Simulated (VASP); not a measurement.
# Co (P6/mmm) in VASP: notebook

The runs below take Co through single point, with LDA.

All numbers are computed with VASP 6.6.1; they aren't measurements. Logs are shortened: lines on timing, memory, paths and dates and some standing lists are left out, and cuts for length are marked.

## (1) The cell of the first run

The structure is hexagonal, space group P6/mmm (No. 191). The conventional cell has a = 3.695 Å, b = 3.695 Å, c = 2.278 Å, α = 90.00°, β = 90.00°, γ = 120.00°. Within 3.0 Å of Co (site symmetry 6/mmm) lie 14 Co at 2.28 to 2.42 Å. Within 2.8 Å of Co (site symmetry -6m2) lie 11 Co at 2.13 to 2.42 Å.

## (2) Single point, LDA, collinear spin, ferromagnetic start (volume scaled by 0.88)

INCAR

```
SYSTEM = Co
ALGO = Normal ; EDIFF = 1E-6
ENCUT = 520 ; ISIF = 2
ISMEAR = -1 ; ISPIN = 2
LASPH = .True. ; LCHARG = .False.
LMAXMIX = 4 ; LORBIT = 11
LREAL = .False. ; LWAVE = .False.
MAGMOM = 1.577 1.603 1.603 ; NBANDS = 24
NELM = 150 ; PREC = Accurate
SIGMA = 0.05
```

KPOINTS

```
k-points
0
Gamma
  11 11 15
  0 0 0
```

POSCAR

```
Co
1.0
    3.6947626177      0.0000000000      0.0000000000
   -1.8473813089      3.1997582879      0.0000000000
    0.0000000000      0.0000000000      2.2775608093
Co
3
Direct
    0.0000000000      0.0000000000      0.0000000000
    0.3333333333      0.6666666667      0.5000000000
    0.6666666667      0.3333333333      0.5000000000
```

Potentials or basis: VASP PAW LDA potentials, release 64 (Co).

Launch:

```sh
cat potpaw_LDA.64/Co/POTCAR > POTCAR
mpirun -np 1 vasp_std > vasp.out
```

OUTCAR:

```text
SYSTEM = Co
   EDIFF = 1E-6
   ENCUT = 520
   ISIF = 2
   ISMEAR = -1
   ISPIN = 2
   LASPH = .True.
   LORBIT = 11
   LREAL = .False.
   NELM = 150
   PREC = Accurate

 ion  position               nearest neighbor table
   1  0.000  0.000  0.000-   2 2.42   3 2.42   2 2.42   3 2.42   3 2.42   3 2.42   2 2.42   2 2.42
                             3 2.42   3 2.42   2 2.42   2 2.42
   2  0.333  0.667  0.500-   3 2.13   3 2.13   3 2.13   1 2.42   1 2.42   1 2.42   1 2.42   1 2.42
                             1 2.42   3 3.12   3 3.12   3 3.12   3 3.12   3 3.12   3 3.12
   3  0.667  0.333  0.500-   2 2.13   2 2.13   2 2.13   1 2.42   1 2.42   1 2.42   1 2.42   1 2.42
                             1 2.42   2 3.12   2 3.12   2 3.12   2 3.12   2 3.12   2 3.12

  LATTYP: Found a hexagonal cell.
 ALAT       =     3.6947626177
 C/A-ratio  =     0.6164295369

  Lattice vectors:

 A1 = (   3.6947626177,   0.0000000000,   0.0000000000)
 A2 = (  -1.8473813089,   3.1997582879,   0.0000000000)
 A3 = (   0.0000000000,   0.0000000000,   2.2775608093)

Analysis of symmetry for initial positions (statically):
=====================================================================
 Subroutine PRICEL returns:
 Original cell was already a primitive cell.

 Routine SETGRP: Setting up the symmetry group for a
 hexagonal supercell.

 Subroutine GETGRP returns: Found 24 space group operations
 (whereof 24 operations were pure point group operations)
 out of a pool of 24 trial point group operations.

The static configuration has the point symmetry D_6h.

Analysis of symmetry for dynamics (positions and initial velocities):
=====================================================================
 Subroutine PRICEL returns:
 Original cell was already a primitive cell.

 Routine SETGRP: Setting up the symmetry group for a
 hexagonal supercell.

 Subroutine GETGRP returns: Found 24 space group operations
 (whereof 24 operations were pure point group operations)
 out of a pool of 24 trial point group operations.

The dynamic configuration has the point symmetry D_6h.

Analysis of structural, dynamic, and magnetic symmetry:
=====================================================================
 Subroutine PRICEL returns:
 Original cell was already a primitive cell.

 Routine SETGRP: Setting up the symmetry group for a
 hexagonal supercell.

 Subroutine GETGRP returns: Found 24 space group operations
 (whereof 24 operations were pure point group operations)
 out of a pool of 24 trial point group operations.

The overall configuration has the point symmetry D_6h.

 Subroutine INISYM returns: Found 24 space group operations
 (whereof 24 operations are pure point group operations),
 and found     1 'primitive' translations

----------------------------------------------------------------------------------------

                                     Primitive cell

  volume of cell :      26.9261

  direct lattice vectors                    reciprocal lattice vectors
     3.694762618  0.000000000  0.000000000     0.270653382  0.156261803  0.000000000
    -1.847381309  3.199758288  0.000000000     0.000000000  0.312523606  0.000000000
     0.000000000  0.000000000  2.277560809     0.000000000  0.000000000  0.439066213

  length of vectors
     3.694762618  3.694762618  2.277560809     0.312523606  0.312523606  0.439066213

  position of ions in fractional coordinates (direct lattice)
     0.000000000  0.000000000  0.000000000
     0.333333333  0.666666667  0.500000000
     0.666666667  0.333333333  0.500000000

  ion indices of the primitive-cell ions
   primitive index   ion index
                 1           1
                 2           2
                 3           3

----------------------------------------------------------------------------------------

 KPOINTS: k-points

Automatic generation of k-mesh.
 Grid dimensions read from file:
 generate k-points for:   11   11   15

 Generating k-lattice:

  Cartesian coordinates                     Fractional coordinates (reciprocal lattice)
     0.024604853  0.014205618  0.000000000     0.090909091  0.000000000  0.000000000
     0.000000000  0.028411237  0.000000000     0.000000000  0.090909091  0.000000000
     0.000000000  0.000000000  0.029271081     0.000000000  0.000000000  0.066666667

  Length of vectors
     0.028411237  0.028411237  0.029271081

  Shift w.r.t. Gamma in fractional coordinates (k-lattice)
     0.000000000  0.000000000  0.000000000

 Subroutine IBZKPT returns following result:
 ===========================================

 Found    128 irreducible k-points:

 Following reciprocal coordinates:
            Coordinates               Weight
  0.000000  0.000000  0.000000      1.000000
  0.090909  0.000000  0.000000      6.000000
  0.181818  0.000000  0.000000      6.000000
  0.272727 -0.000000  0.000000      6.000000
  0.363636  0.000000  0.000000      6.000000
  0.454545 -0.000000  0.000000      6.000000
[... 16 lines left out ...]
  0.090909  0.090909  0.066667     12.000000
  0.181818  0.090909  0.066667     24.000000
 [... further k-points ...]
   k-points           NKPTS =    128   k-points in BZ     NKDIM =    128   number of bands    NBANDS=     24
   number of dos      NEDOS =    301   number of ions     NIONS =      3
   total plane-waves  NPLWV =  14112
   dimension x,y,z NGX =    28 NGY =   28 NGZ =   18
   dimension x,y,z NGXF=    56 NGYF=   56 NGZF=   36
   ions per type =               3
   NGX,Y,Z   is equivalent  to a cutoff of  12.60, 12.60, 13.14 a.u.
   NGXF,Y,Z  is equivalent  to a cutoff of  25.20, 25.20, 26.28 a.u.
 SYSTEM =  Co
   PREC   = accura    normal or accurate (medium, high low for compatibility)
   ISTART =      0    job   : 0-new  1-cont  2-samecut
   ICHARG =      2    charge: 1-file 2-atom 10-const
   ISPIN  =      2    spin polarized calculation?
   LNONCOLLINEAR =      F non collinear calculations
   LSORBIT =      F    spin-orbit coupling
   LASPH  =      T    aspherical Exc in radial PAW
   ENCUT  =  520.0 eV  38.22 Ry    6.18 a.u.   6.87  6.87  4.23*2*pi/ulx,y,z
   NELM   =    150;   NELMIN=  2; NELMDL= -5     # of ELM steps
   EDIFF  = 0.1E-05   stopping-criterion for ELM
   LREAL  =      F    real-space projection
   EDIFFG = 0.1E-04   stopping-criterion for IOM
   NSW    =      0    number of steps for IOM
   IBRION =     -1    ionic relax: 0-MD 1-quasi-New 2-CG
   NFREE  =      0    steps in history (QN), initial steepest desc. (CG)
   ISIF   =      2    stress and relaxation
   ISYM   =      2    0-nonsym 1-usesym 2-fastsym
   POTIM  = 0.5000    time-step for ionic-motion
   TEBEG  =    0.0;   TEEND  =   0.0 temperature during run
   PSTRESS=    0.0 pullay stress
   NELECT =      27.0000    total number of electrons
   NUPDOWN=      -1.0000    fix difference up-down
   EMIN   =  10.00;   EMAX   =-10.00  energy-range for DOS
   EFERMI =   0.00;   METHOD = LEGACY
   ISMEAR =    -1;   SIGMA  =   0.05  broadening in eV -4-tet -1-fermi 0-gaus
   EFERMI_NEDOS =   21; number of points for ismear=-14 and -15
   IALGO  =     38    algorithm
   IMIX   =      4    mixing-type and parameters
     AMIX     =   0.40;   BMIX     =  1.00
     AMIX_MAG =   1.60;   BMIX_MAG =  1.00
  volume/ion in A,a.u.               =       8.98        60.57
  Fermi-wavevector in a.u.,A,eV,Ry     =   1.638595  3.096495 36.531538  2.684992
  Thomas-Fermi vector in A             =   2.729541
   LORBIT       =     11    0 simple, 1 ext, 2 COOP (PROOUT), +10 PAW based schemes
   GGA     = CA    functional components
   LHFCALC =     F    Hartree Fock is set to
   AEXX    =    0.0000 exact exchange contribution
   IVDW    =     0    specifies the selected vdW correction
   LEPSILON=     F    determine dielectric tensor
   LRPA    =     F    only Hartree local field effects (RPA)
 spin polarized calculation
  energy-cutoff  :      520.00
  volume of cell :       26.93
 maximum number of plane-waves:       739
 NGX is ok and might be reduce to    28
   NGX = 13   NGY = 13   NGZ =  9

 number of electron      26.9999997 magnetization       4.0507132

 Free energy of the ion-electron system (eV)
  ---------------------------------------------------
  ext. energy  EPLUGINS =         0.00000000
  ---------------------------------------------------
  free energy    TOTEN  =       -23.68623284 eV

  energy without entropy =      -23.66260145  energy(sigma->0) =      -23.67441714

 E-fermi :  13.0786     XC(G=0): -14.8775

 val. band max:       13.0770339448   @ k =   0.0909   0.0000   0.4000
 cond. band min:      13.0792202931   @ k =   0.3636   0.1818   0.2667
 fundamental gap:      0.0021863483
 Fermi energy:        13.0786202613

 spin component 1

 k-point     1 :       0.0000    0.0000    0.0000
  band No.  band energies     occupation
      1       2.8703      1.00000
      2       7.3686      1.00000
      3       9.0729      1.00000
      4       9.0729      1.00000
      5       9.1226      1.00000
      6       9.1226      1.00000
[... 16 lines left out ...]
     23      31.2305      0.00000
     24      39.5191      0.00000
[... 598 lines left out ...]
      2       7.4859      1.00000
      3       8.0273      1.00000
      4       8.3026      1.00000
      5       9.1060      1.00000
      6       9.6271      1.00000
[... 16 lines left out ...]
     23      31.4361      0.00000
     24      36.5282      0.00000

 [... further k-points ...]

 spin component 2

 k-point     1 :       0.0000    0.0000    0.0000
  band No.  band energies     occupation
      1       3.0809      1.00000
      2       8.2557      1.00000
      3       9.9968      1.00000
      4       9.9968      1.00000
      5      10.0037      1.00000
      6      10.0037      1.00000
[... 16 lines left out ...]
     23      31.5350      0.00000
     24      40.0233      0.00000
[... 598 lines left out ...]
      2       8.3009      1.00000
      3       8.8741      1.00000
      4       9.2338      1.00000
      5       9.9987      1.00000
      6      10.5903      1.00000
[... 16 lines left out ...]
     23      31.8185      0.00000
     24      36.7874      0.00000

 [... further k-points ...]

------------------------ aborting loop because EDIFF is reached ----------------------------------------

  FORCE on cell =-STRESS in cart. coord.  units (eV):
  Direction    XX          YY          ZZ          XY          YZ          ZX
  --------------------------------------------------------------------------------------
  -------------------------------------------------------------------------------------
  Total        7.2445429      7.2445429      6.2767069     -0.0000000     -0.0000000     -0.0000000
  in kB      431.0700767    431.0700767    373.4811950     -0.0000000     -0.0000000     -0.0000000
  external PRESSURE =     411.8737828 kB  Pullay stress =       0.0000000 kB

 VOLUME and BASIS-vectors are now :
 -----------------------------------------------------------------------------
  energy-cutoff  :      520.00
  volume of cell :       26.93
      direct lattice vectors                 reciprocal lattice vectors
     3.694762618  0.000000000  0.000000000     0.270653382  0.156261803  0.000000000
    -1.847381309  3.199758288  0.000000000     0.000000000  0.312523606  0.000000000
     0.000000000  0.000000000  2.277560809     0.000000000  0.000000000  0.439066213

 POSITION                                       TOTAL-FORCE (eV/Angst)
 -----------------------------------------------------------------------------------
      0.00000      0.00000      0.00000        -0.000000      0.000000      0.000000
     -0.00000      2.13317      1.13878         0.000000     -0.000000      0.000000
      1.84738      1.06659      1.13878        -0.000000      0.000000     -0.000000
 -----------------------------------------------------------------------------------
    total drift:                                0.000000      0.000000     -0.000000

  FREE ENERGIE OF THE ION-ELECTRON SYSTEM (eV)
  ---------------------------------------------------
  free  energy   TOTEN  =       -23.6862328358 eV

  energy  without entropy=      -23.6626014455  energy(sigma->0) =      -23.67441714

 total charge

# of ion       s       p       d       tot
------------------------------------------
    1        0.557   0.685   7.422   8.665
    2        0.594   0.716   7.475   8.785
    3        0.594   0.716   7.475   8.785
--------------------------------------------------
tot          1.745   2.116  22.372  26.234

 magnetization (x)

# of ion       s       p       d       tot
------------------------------------------
    1       -0.006  -0.034   1.434   1.393
    2       -0.008  -0.026   1.331   1.297
    3       -0.008  -0.026   1.331   1.297
--------------------------------------------------
tot         -0.021  -0.087   4.096   3.987
```

Wall time 7.1 min (1 thread of AMD EPYC 7R13, shared host); peak memory 0.19 GiB.

What came out:

* Free energy: -23.6862 eV
* Pressure: 41.2 GPa
* Net moment: 4.05 μB per cell
* Site moments: Co +1.39, +1.30 μB
* Valence electrons inside the program's atomic spheres: Co 8.66, 8.79

Stress tensor (GPa, compression positive):
```
43.11  0.00  0.00
 0.00 43.11  0.00
 0.00  0.00 37.35
```

Levels at points of the mesh, in eV from the Fermi level:
Spin up:
```
           k point  band 13  band 14  band 15  band 16  band 17  band 18  band 19  band 20
(0.00, 0.00, 0.00)    -1.86    -1.86    -0.15    -0.15     7.77     7.77     7.78     7.78
```
Spin down:
| k point | band 10 | band 11 | band 12 | band 13 | band 14 | band 15 |
| --- | --- | --- | --- | --- | --- | --- |
| (0.00, 0.00, 0.00) | -1.25 | -0.60 | -0.60 | -0.49 | -0.49 | 1.37 |

## (3) Single point, LDA, collinear spin, ferromagnetic start (volume scaled by 0.92)

INCAR

```
SYSTEM = Co
PREC = Accurate
ENCUT = 520
EDIFF = 1E-7
ISMEAR = -1
SIGMA = 0.05
LREAL = .False.
LASPH = .True.
NELM = 150
ALGO = Normal
ISIF = 2
LWAVE = .False.
LCHARG = .False.
ISPIN = 2
MAGMOM = 1.577 1.603 1.603
LORBIT = 11
LMAXMIX = 4
GGA = CA
NBANDS = 24
```

KPOINTS

```
Automatic mesh
0
Gamma
  11 11 15
  0 0 0
```

POSCAR

```
Co
1.0
    3.7499164597      0.0000000000      0.0000000000
   -1.8749582299      3.2475229162      0.0000000000
    0.0000000000      0.0000000000      2.3115592666
Co
3
Direct
    0.0000000000      0.0000000000      0.0000000000
    0.3333333333      0.6666666667      0.5000000000
    0.6666666667      0.3333333333      0.5000000000
```

Potentials or basis: VASP PAW LDA potentials, release 64 (Co).

Launch:

```sh
cat potpaw_LDA.64/Co/POTCAR > POTCAR
mpirun -np 1 vasp_std > vasp.out
```

Run time: 6.4 min. Hardware: 1 thread of AMD EPYC 7R13, shared host; peak memory 0.19 GiB.

Results (log left out):

```yaml
Free_energy: -23.9303 eV
Pressure: 23.3 GPa
Net_moment: 4.22 μB per cell
Site_moments: Co +1.43, +1.37 μB
Valence_electrons_inside_the_program's_atomic_spheres: Co 8.55, 8.66
```

Stress tensor (GPa, compression positive):
```
24.67  0.00  0.00
 0.00 24.67  0.00
 0.00  0.00 20.55
```

Levels at points of the mesh, in eV from the Fermi level:
Spin up:
```
           k point  band 13  band 14  band 15  band 16  band 17  band 18  band 19  band 20
(0.00, 0.00, 0.00)    -1.82    -1.82    -0.24    -0.24     7.45     7.45     7.46     7.46
```
Spin down:
```
           k point  band 9  band 10  band 11  band 12  band 13  band 14  band 15  band 16
(0.00, 0.00, 0.00)   -1.12    -1.12    -0.51    -0.51    -0.41    -0.41     1.33     1.33
```
